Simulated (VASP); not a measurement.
A run of VASP 6.6.1 is set up as follows.

The input INCAR:

```
SYSTEM = Be3CdS4
PREC     = Accurate       ! precision mode
ENCUT    = 600            ! plane-wave cutoff, eV
EDIFF    = 1E-7           ! SCF threshold, eV
ISMEAR   = 0              ! smearing method
SIGMA    = 0.15           ! smearing width, eV
LREAL    = .FALSE.        ! projectors in reciprocal space
LASPH    = .TRUE.         ! aspherical terms in the spheres
NELM     = 100            ! most SCF steps
ALGO     = Normal         ! electronic algorithm
ISIF     = 3              ! what is computed and relaxed
LWAVE    = .FALSE.        ! write WAVECAR
LCHARG   = .FALSE.        ! write CHGCAR
GGA      = PE             ! functional
IBRION   = 2              ! ionic algorithm
NSW      = 36             ! ionic steps
EDIFFG   = -0.08          ! ionic threshold
```

The input KPOINTS:

```
regular mesh
0
G
  3 3 2
  0 0 0
```

The input POSCAR:

```
Be3CdS4
1.0
    3.6100000000      0.0000000000      0.0000000000
    0.0000000000      3.6100000000      0.0000000000
    0.0000000000      0.0000000000     10.2200000000
Be Cd S
3 1 4
Direct
    0.5000000000      0.5000000000      0.2600000000
    0.0000000000      0.0000000000      0.5000000000
    0.5000000000      0.5000000000      0.7400000000
    0.0000000000      0.0000000000      0.0000000000
    0.5000000000      0.0000000000      0.1450000000
    0.5000000000      0.0000000000      0.6150000000
    0.0000000000      0.5000000000      0.3850000000
    0.0000000000      0.5000000000      0.8550000000
```

Potentials or basis: VASP PAW PBE potentials, release 64 (Be, Cd, S).

Run with:

```console
$ cat potpaw_PBE.64/Be/POTCAR potpaw_PBE.64/Cd/POTCAR potpaw_PBE.64/S/POTCAR > POTCAR
$ mpirun -np 1 vasp_std > vasp.out
```

What does it give for the relaxed cell?

a = 3.609 Å, b = 3.609 Å, c = 10.452 Å, α = 90.00°, β = 90.00°, γ = 90.00°.

Estimate the band gap on the k mesh.

2.84 eV.

Stress tensor (GPa, compression positive):
```
 0.05  0.00  0.00
 0.00  0.05  0.00
 0.00  0.00 -0.12
```

Caveat: the k points lie up to 0.58 Å⁻¹ apart in the final cell; an odd mesh through Γ misses points on the zone boundary, where band edges can lie.
